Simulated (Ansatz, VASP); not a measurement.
One calculation of GaCo, two programs

File INCAR:

```
PREC = Accurate ; ENCUT = 520
EDIFF = 1E-6 ; ISMEAR = 0
SIGMA = 0.15 ; LREAL = F
LASPH = T ; NELM = 100
ALGO = Fast ; ISIF = 2
LWAVE = F ; LCHARG = F
GGA = PS ; NBANDS = 18
```

File KPOINTS:

```
regular mesh
0
Gamma
  16 16 16
```

POSCAR

```
GaCo
1.0
    2.9984240000      0.0000000000      0.0000000000
    0.0000000000      2.9984240000      0.0000000000
    0.0000000000      0.0000000000      2.6524520000
Ga Co
1 1
Direct
    0.5000000000      0.5000000000      0.5000000000
    0.0000000000      0.0000000000      0.0000000000
```

Input for Ansatz:

```yaml
crystal:
  lattice:
    - [2.998424, 0.0, 0.0]
    - [0.0, 2.998424, 0.0]
    - [0.0, 0.0, 2.652452]
  atoms:
    - { symbol: Ga, position: [0.5, 0.5, 0.5] }
    - { symbol: Co, position: [0.0, 0.0, 0.0] }
basis:
  ecutwfc: 420
kpoints:
  mp_grid: { grid: [16, 16, 16] }
hamiltonian:
  xc: pbesol
scf:
  occupations: { method: gaussian, width: 0.15 }
output:
  forces: true
  stress: true
  eigenvalues: true
```

Change from the starting cell: strain +0.040 along x and y, -0.080 along z, atoms carried along.

Alike in both runs: task single point; functional PBEsol; k mesh 16 × 16 × 16; occupations gaussian, width 0.15 eV; no spin polarisation.

|  | VASP | Ansatz |
| --- | --- | --- |
| version | VASP 6.6.1 | Ansatz 0.2.0 |
| potentials or method | VASP PAW PBE potentials, release 64 (Ga_d, Co), cutoff 520 eV | scalar-relativistic, plane waves, PAW |
| valence electrons in the cell | 22 | 30 |

|  | VASP | Ansatz | Ansatz less VASP |
| --- | --- | --- | --- |
| gap on the k mesh at the Fermi level (eV) | none | none | - |
| pressure (GPa) | -5.8 | -6.0 | -0.14 |
| traceless stress, the component that is largest in VASP (GPa) | 10.96 | 10.96 | -0.006 |

VASP's potentials were made for PBE, not for PBEsol. A gap of «none» marks a metal or a gap that the smearing closes. The functional is the same, so the differences come from potentials, cutoffs and numerics. VASP's potentials hold 22 valence electrons a cell and Ansatz's 30, so a difference there can come from the potentials and not from the codes.
